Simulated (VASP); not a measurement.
# N (P6_3/mmc) in VASP: further runs

Runs on N. Level: LDA. Tasks: single point.

Everything below comes from runs of VASP 6.6.1. Logs are shortened: lines on timing, memory, paths and dates and some standing lists are left out, and cuts for length are marked.

## Step 1: The cell of the first run

Symmetry: P6_3/mmc, No. 194, hexagonal system. The conventional cell has a = 3.919 Å, b = 3.919 Å, c = 5.654 Å, α = 90.00°, β = 90.00°, γ = 120.00°. N (site symmetry -6m2) has 12 N at 3.62 to 3.92 Å within 4.8 Å.

## Step 2: Single point, LDA (strain +0.080 along x and y, -0.040 along z)

INCAR reads:

```
SYSTEM = N
ALGO = Normal ; EDIFF = 1E-6
ENCUT = 520 ; ISIF = 2
ISMEAR = 0 ; LASPH = .TRUE.
LCHARG = .FALSE. ; LREAL = .FALSE.
LWAVE = .FALSE. ; NBANDS = 12
NELM = 100 ; PREC = Accurate
SIGMA = 0.15
```

KPOINTS reads:

```
k-points
0
G
  15 15 8
  0 0 0
```

POSCAR reads:

```
N
1.0
    3.9193217816      0.0000000000      0.0000000000
   -1.9596608908      3.3942322285      0.0000000000
    0.0000000000      0.0000000000      5.6544000000
N
2
Direct
    0.3333333333      0.6666666667      0.2500000000
    0.6666666667      0.3333333333      0.7500000000
```

Potentials or basis: VASP PAW LDA potentials, release 64 (N).

Run with:

```
> cat potpaw_LDA.64/N/POTCAR > POTCAR
> mpirun -np 1 vasp_std > vasp.out
```

OUTCAR:

```text
SYSTEM = N
   EDIFF = 1E-6
   ENCUT = 520
   ISIF = 2
   ISMEAR = 0
   LASPH = .TRUE.
   LREAL = .FALSE.
   NELM = 100
   PREC = Accurate

 ion  position               nearest neighbor table
   1  0.333  0.667  0.250-
   2  0.667  0.333  0.750-

  LATTYP: Found a hexagonal cell.
 ALAT       =     3.9193217816
 C/A-ratio  =     1.4426985879

  Lattice vectors:

 A1 = (   3.9193217816,   0.0000000000,   0.0000000000)
 A2 = (  -1.9596608908,   3.3942322285,   0.0000000000)
 A3 = (   0.0000000000,   0.0000000000,   5.6544000000)

Analysis of symmetry for initial positions (statically):
=====================================================================
 Subroutine PRICEL returns:
 Original cell was already a primitive cell.

 Routine SETGRP: Setting up the symmetry group for a
 hexagonal supercell.

 Subroutine GETGRP returns: Found 24 space group operations
 (whereof 12 operations were pure point group operations)
 out of a pool of 24 trial point group operations.

The static configuration has the point symmetry D_3d.
 The point group associated with its full space group is D_6h.

Analysis of symmetry for dynamics (positions and initial velocities):
=====================================================================
 Subroutine PRICEL returns:
 Original cell was already a primitive cell.

 Routine SETGRP: Setting up the symmetry group for a
 hexagonal supercell.

 Subroutine GETGRP returns: Found 24 space group operations
 (whereof 12 operations were pure point group operations)
 out of a pool of 24 trial point group operations.

The dynamic configuration has the point symmetry D_3d.
 The point group associated with its full space group is D_6h.

 Subroutine INISYM returns: Found 24 space group operations
 (whereof 12 operations are pure point group operations),
 and found     1 'primitive' translations

----------------------------------------------------------------------------------------

                                     Primitive cell

  volume of cell :      75.2210

  direct lattice vectors                    reciprocal lattice vectors
     3.919321782  0.000000000  0.000000000     0.255146185  0.147308719  0.000000000
    -1.959660891  3.394232228  0.000000000     0.000000000  0.294617437  0.000000000
     0.000000000  0.000000000  5.654400000     0.000000000  0.000000000  0.176853424
[... 78 lines left out ...]
   ISPIN  =      1    spin polarized calculation?
   LNONCOLLINEAR =      F non collinear calculations
   LSORBIT =      F    spin-orbit coupling
   LASPH  =      T    aspherical Exc in radial PAW
   ENCUT  =  520.0 eV  38.22 Ry    6.18 a.u.   7.29  7.29 10.51*2*pi/ulx,y,z
   NELM   =    100;   NELMIN=  2; NELMDL= -5     # of ELM steps
   EDIFF  = 0.1E-05   stopping-criterion for ELM
   LREAL  =      F    real-space projection
[... 7 lines left out ...]
   TEBEG  =    0.0;   TEEND  =   0.0 temperature during run
   PSTRESS=    0.0 pullay stress
   NELECT =      10.0000    total number of electrons
   NUPDOWN=      -1.0000    fix difference up-down
   EMIN   =  10.00;   EMAX   =-10.00  energy-range for DOS
   EFERMI =   0.00;   METHOD = LEGACY
   ISMEAR =     0;   SIGMA  =   0.15  broadening in eV -4-tet -1-fermi 0-gaus
   EFERMI_NEDOS =   21; number of points for ismear=-14 and -15
   IALGO  =     38    algorithm
   IMIX   =      4    mixing-type and parameters
     AMIX     =   0.40;   BMIX     =  1.00
     AMIX_MAG =   1.60;   BMIX_MAG =  1.00
  volume/ion in A,a.u.               =      37.61       253.81
  Fermi-wavevector in a.u.,A,eV,Ry     =   0.835530  1.578922  9.498359  0.698110
  Thomas-Fermi vector in A             =   1.949103
   LORBIT       =      0    0 simple, 1 ext, 2 COOP (PROOUT), +10 PAW based schemes
   GGA     = CA    functional components
   LHFCALC =     F    Hartree Fock is set to
   AEXX    =    0.0000 exact exchange contribution
   IVDW    =     0    specifies the selected vdW correction
   LEPSILON=     F    determine dielectric tensor
   LRPA    =     F    only Hartree local field effects (RPA)
 non-spin polarized calculation
 Gauss-broadening in eV      SIGMA  =   0.15
  energy-cutoff  :      520.00
  volume of cell :       75.22
 maximum number of plane-waves:      2074
 NGX is ok and might be reduce to    30
   NGX = 15   NGY = 15   NGZ = 21

 number of electron      10.0000002 magnetization

 Free energy of the ion-electron system (eV)
  ---------------------------------------------------
  ext. energy  EPLUGINS =         0.00000000
  ---------------------------------------------------
  free energy    TOTEN  =        -1.87100415 eV

  energy without entropy =       -1.73544062  energy(sigma->0) =       -1.80322239

 E-fermi :  -5.3853     XC(G=0):  -6.1418

 val. band max:       -5.3867300809   @ k =   0.2000   0.2000   0.2500
 cond. band min:      -5.3848209784   @ k =   0.0667  -0.0000   0.3750
 fundamental gap:      0.0019091025
 Fermi energy:        -5.3852726195

 k-point     1 :       0.0000    0.0000    0.0000
  band No.  band energies     occupation
      1     -16.8983      2.00000
      2     -16.5505      2.00000
      3      -6.1553      2.00000
      4      -5.2353      0.15745
      5      -5.2353      0.15744
      6      -5.0467      0.00141
      7      -5.0467      0.00141
      8      -4.9043      0.00001
      9       1.1558      0.00000
     10       4.9237      0.00000
     11       5.8331      0.00000
     12      10.3562      0.00000
[... 331 lines left out ...]
 k-point    24 :       0.4000    0.2000    0.0000
  band No.  band energies     occupation
      1     -16.6375      2.00000
      2     -16.5688      2.00000
      3      -5.9235      2.00000
      4      -5.6130      1.96819
      5      -5.5703      1.91894
      6      -5.5386      1.85167
      7      -5.2983      0.41203
      8      -5.2343      0.15475
      9       4.4785      0.00000
     10       4.9001      0.00000
     11       6.1268      0.00000
     12       6.4292      0.00000

 [... further k-points ...]
[... 5 lines left out ...]
  --------------------------------------------------------------------------------------
  -------------------------------------------------------------------------------------
  Total       -2.6763585     -2.6763585     -3.8932603     -0.0000000     -0.0000000     -0.0000000
  in kB      -57.0053827    -57.0053827    -82.9249133     -0.0000000     -0.0000000     -0.0000000
  external PRESSURE =     -65.6452262 kB  Pullay stress =       0.0000000 kB

 VOLUME and BASIS-vectors are now :
 -----------------------------------------------------------------------------
  energy-cutoff  :      520.00
  volume of cell :       75.22
      direct lattice vectors                 reciprocal lattice vectors
     3.919321782  0.000000000  0.000000000     0.255146185  0.147308719  0.000000000
    -1.959660891  3.394232228  0.000000000     0.000000000  0.294617437  0.000000000
     0.000000000  0.000000000  5.654400000     0.000000000  0.000000000  0.176853424

 POSITION                                       TOTAL-FORCE (eV/Angst)
 -----------------------------------------------------------------------------------
     -0.00000      2.26282      1.41360        -0.000000      0.000000      0.000000
      1.95966      1.13141      4.24080         0.000000     -0.000000      0.000000
 -----------------------------------------------------------------------------------
    total drift:                                0.000000     -0.000000      0.000000

  FREE ENERGIE OF THE ION-ELECTRON SYSTEM (eV)
  ---------------------------------------------------
  free  energy   TOTEN  =        -1.8710041484 eV

  energy  without entropy=       -1.7354406219  energy(sigma->0) =       -1.80322239
```

OSZICAR:

```text
N       E                     dE             d eps       ncg     rms          rms(c)
DAV:   1     0.416786552113E+02    0.41679E+02   -0.40667E+03  3240   0.644E+02
DAV:   2     0.207997988161E+00   -0.41471E+02   -0.40596E+02  5236   0.122E+02
DAV:   3    -0.191576690032E+01   -0.21238E+01   -0.20422E+01  3904   0.290E+01
DAV:   4    -0.193859112576E+01   -0.22824E-01   -0.22747E-01  3436   0.341E+00
DAV:   5    -0.193882361695E+01   -0.23249E-03   -0.23248E-03  3764   0.333E-01    0.133E+00
DAV:   6    -0.187360173037E+01    0.65222E-01   -0.11120E-01  3492   0.210E+00    0.346E-01
DAV:   7    -0.187027587749E+01    0.33259E-02   -0.13086E-02  3292   0.717E-01    0.187E-01
DAV:   8    -0.187097523408E+01   -0.69936E-03   -0.38046E-04  3460   0.141E-01    0.150E-02
DAV:   9    -0.187099496931E+01   -0.19735E-04   -0.41515E-06  3624   0.132E-02    0.996E-03
DAV:  10    -0.187100405196E+01   -0.90827E-05   -0.25486E-06  3268   0.107E-02    0.221E-03
DAV:  11    -0.187100414842E+01   -0.96455E-07   -0.15173E-07  2380   0.241E-03
   1 F= -.18710041E+01 E0= -.18032224E+01  d E =-.135564E+00
```

stdout:

```text
POSCAR found type information on POSCAR N
 POSCAR found :  1 types and       2 ions
 scaLAPACK will be used
 LDA part: xc-table for (Slater(with rela. corr.)+CA(PZ))
 , standard interpolation
 POSCAR, INCAR and KPOINTS ok, starting setup
 FFT: planning ... GRIDC
 FFT: planning ... GRID_SOFT
 FFT: planning ... GRID
 WAVECAR not read
 entering main loop
```

It took 83 s on 1 thread of AMD EPYC 7R13, shared host; peak memory 0.19 GiB.

What came out:

- Free energy: -1.8710 eV
- Pressure: -6.6 GPa
- Band gap on the k mesh: zero (bands 5 and 6 overlap by 0.47 eV)

Stress tensor (GPa, compression positive):
```
-5.70  0.00  0.00
 0.00 -5.70  0.00
 0.00  0.00 -8.29
```

Caveat: the cell differs from its parent crystal (strain +0.080 along x and y, -0.040 along z); the cell stands under tension.

## Step 3: Single point, LDA (strain +0.080 along x and y, +0.000 along z)

INCAR reads:

```
SYSTEM = N
ALGO = Normal
EDIFF = 1E-6
ENCUT = 520
ISIF = 2
ISMEAR = 0
LASPH = .TRUE.
LCHARG = .FALSE.
LREAL = .FALSE.
LWAVE = .FALSE.
NBANDS = 12
NELM = 80
PREC = Accurate
SIGMA = 0.15
```

KPOINTS is that of step 2.

POSCAR: that of step 2 with these lines changed.

```diff
@@ -4,3 +4,3 @@
    -1.9596608908      3.3942322285      0.0000000000
-    0.0000000000      0.0000000000      5.6544000000
+    0.0000000000      0.0000000000      5.8900000000
 N
```

Potentials or basis: VASP PAW LDA potentials, release 64 (N).

Run with:

```
> cat potpaw_LDA.64/N/POTCAR > POTCAR
> mpirun -np 1 vasp_std > vasp.out
```

Wall time 1.7 min (1 thread of AMD EPYC 7R13, shared host); peak memory 0.19 GiB.

Results (log left out):

```
Free energy            : -1.7232 eV
Pressure               : -5.9 GPa
Band gap on the k mesh : zero (bands 5 and 6 overlap by 0.47 eV)
```

Stress tensor (GPa, compression positive):
```
-5.33  0.00  0.00
 0.00 -5.33  0.00
 0.00  0.00 -6.98
```

Levels at points of the mesh, in eV from the Fermi level:
```csv
k point,band 3,band 4,band 5,band 6,band 7,band 8
"(0.00, 0.00, 0.00)",-0.72,0.17,0.17,0.32,0.32,0.42
"(0.00, 0.00, 0.50)",-0.20,-0.20,0.25,0.25,0.25,0.25
```

Caveat: the cell differs from its parent crystal (strain +0.080 along x and y, +0.000 along z); the cell stands under tension.

## Step 4: Single point, LDA (strain +0.040 along x and y, +0.080 along z)

INCAR reads:

```
PREC = Accurate
ENCUT = 520
EDIFF = 1E-6
ISMEAR = 0
SIGMA = 0.15
LREAL = F
LASPH = T
NELM = 60
ALGO = Normal
ISIF = 2
LWAVE = F
LCHARG = F
GGA = CA
NBANDS = 12
```

KPOINTS reads:

```
Automatic mesh
0
Gamma
  15 15 8
```

POSCAR reads:

```
N
1.0
    3.7741617156      0.0000000000      0.0000000000
   -1.8870808578      3.2685199237      0.0000000000
    0.0000000000      0.0000000000      6.3612000000
N
2
Direct
    0.3333333333      0.6666666667      0.2500000000
    0.6666666667      0.3333333333      0.7500000000
```

Run with:

```
> cat potpaw_LDA.64/N/POTCAR > POTCAR
> mpirun -np 1 vasp_std > vasp.out
```

Wall time 80 s (1 thread of AMD EPYC 7R13, shared host); peak memory 0.19 GiB.

It converged, with:

```yaml
Free_energy: -1.7004 eV
Pressure: -5.8 GPa
Band_gap_on_the_k_mesh: zero (bands 5 and 6 overlap by 0.59 eV)
```

Stress tensor (GPa, compression positive):
```
-6.06  0.00  0.00
 0.00 -6.06  0.00
 0.00  0.00 -5.34
```

Levels at points of the mesh, in eV from the Fermi level:
| k point | band 1 | band 2 | band 3 | band 4 | band 5 | band 6 | band 7 | band 8 | band 9 | band 10 |
| --- | --- | --- | --- | --- | --- | --- | --- | --- | --- | --- |
| (0.00, 0.00, 0.00) | -11.48 | -11.27 | -0.71 | 0.28 | 0.28 | 0.32 | 0.36 | 0.36 | 6.43 | 9.98 |
| (0.00, 0.00, 0.50) | -11.38 | -11.38 | -0.23 | -0.23 | 0.32 | 0.32 | 0.32 | 0.32 | 7.61 | 7.61 |

Caveat: the cell differs from its parent crystal (strain +0.040 along x and y, +0.080 along z); the cell stands under tension.

## Step 5: Single point, LDA (strain +0.080 along x and y, +0.040 along z)

INCAR reads:

```
  ALGO = Normal
  EDIFF = 1E-6
  ENCUT = 520
  ISIF = 2
  ISMEAR = 0
  LASPH = True
  LCHARG = False
  LREAL = False
  LWAVE = False
  NBANDS = 12
  NELM = 60
  PREC = Accurate
  SIGMA = 0.15
```

KPOINTS reads:

```
k-points
0
Gamma
  15 15 8
```

POSCAR reads:

```
N
1.0
    3.9193217816      0.0000000000      0.0000000000
   -1.9596608908      3.3942322285      0.0000000000
    0.0000000000      0.0000000000      6.1256000000
N
2
Direct
    0.3333333333      0.6666666667      0.2500000000
    0.6666666667      0.3333333333      0.7500000000
```

Run with:

```
> cat potpaw_LDA.64/N/POTCAR > POTCAR
> mpirun -np 1 vasp_std > vasp.out
```

Wall time 93 s (1 thread of AMD EPYC 7R13, shared host); peak memory 0.2 GiB.

It converged, with:

* Free energy: -1.5994 eV
* Pressure: -5.3 GPa
* Band gap on the k mesh: zero (bands 5 and 6 overlap by 0.47 eV)

Stress tensor (GPa, compression positive):
```
-5.02  0.00  0.00
 0.00 -5.02  0.00
 0.00  0.00 -5.83
```

Levels at points of the mesh, in eV from the Fermi level:
```
           k point  band 2  band 3  band 4  band 5  band 6  band 7  band 8  band 9
(0.00, 0.00, 0.00)  -11.22   -0.67    0.20    0.20    0.31    0.31    0.36    6.36
(0.00, 0.00, 0.50)  -11.33   -0.20   -0.20    0.25    0.25    0.25    0.25    7.60
```

Caveat: the cell differs from its parent crystal (strain +0.080 along x and y, +0.040 along z); the cell stands under tension.

## Step 6: Single point, LDA (strain +0.080 along x and y, +0.080 along z)

INCAR reads:

```
SYSTEM = N
PREC = Accurate
ENCUT = 520
EDIFF = 1E-7
ISMEAR = 0
SIGMA = 0.15
LREAL = .False.
LASPH = .True.
NELM = 100
ALGO = Normal
ISIF = 2
LWAVE = .False.
LCHARG = .False.
GGA = CA
NBANDS = 12
```

KPOINTS reads:

```
Automatic mesh
0
Gamma
  15 15 8
  0 0 0
```

POSCAR: that of step 5 with these lines changed.

```diff
@@ -4,3 +4,3 @@
    -1.9596608908      3.3942322285      0.0000000000
-    0.0000000000      0.0000000000      6.1256000000
+    0.0000000000      0.0000000000      6.3612000000
 N
```

Potentials or basis: VASP PAW LDA potentials, release 64 (N).

Run with:

```
> cat potpaw_LDA.64/N/POTCAR > POTCAR
> mpirun -np 1 vasp_std > vasp.out
```

Wall time 95 s (1 thread of AMD EPYC 7R13, shared host); peak memory 0.2 GiB.

It converged, with:

```
Free energy            : -1.4964 eV
Pressure               : -4.8 GPa
Band gap on the k mesh : zero (bands 5 and 6 overlap by 0.47 eV)
```

Stress tensor (GPa, compression positive):
```
-4.76  0.00  0.00
 0.00 -4.76  0.00
 0.00  0.00 -4.84
```

Levels at points of the mesh, in eV from the Fermi level:
```csv
k point,band 2,band 3,band 4,band 5,band 6,band 7,band 8,band 9
"(0.00, 0.00, 0.00)",-11.23,-0.62,0.21,0.21,0.31,0.31,0.31,6.29
"(0.00, 0.00, 0.50)",-11.33,-0.19,-0.19,0.26,0.26,0.26,0.26,7.45
```

Caveat: the cell differs from its parent crystal (strain +0.080 along x and y, +0.080 along z); the cell stands under tension.

## Step 7: Overview

| cell | gap on the mesh (eV) | pressure (GPa) |
| --- | --- | --- |
| a = 3.919, b = 3.919, c = 5.654 Å, angles 90.0, 90.0, 120.0°, 2 atoms | none | -6.6 |
| a = 3.919, b = 3.919, c = 5.890 Å, angles 90.0, 90.0, 120.0°, 2 atoms | none | -5.9 |
| a = 3.774, b = 3.774, c = 6.361 Å, angles 90.0, 90.0, 120.0°, 2 atoms | none | -5.8 |
| a = 3.919, b = 3.919, c = 6.126 Å, angles 90.0, 90.0, 120.0°, 2 atoms | none | -5.3 |
| a = 3.919, b = 3.919, c = 6.361 Å, angles 90.0, 90.0, 120.0°, 2 atoms | none | -4.8 |

Alike in all rows: task single point; level LDA; potentials or basis VASP PAW LDA potentials, release 64 (N); no spin polarisation; k mesh 15 × 15 × 8; cutoff (eV) 520; smearing gaussian 0.15 eV.

Caveats: the cell stands under tension.

Absolute energies hang on the potentials; compare differences alone.
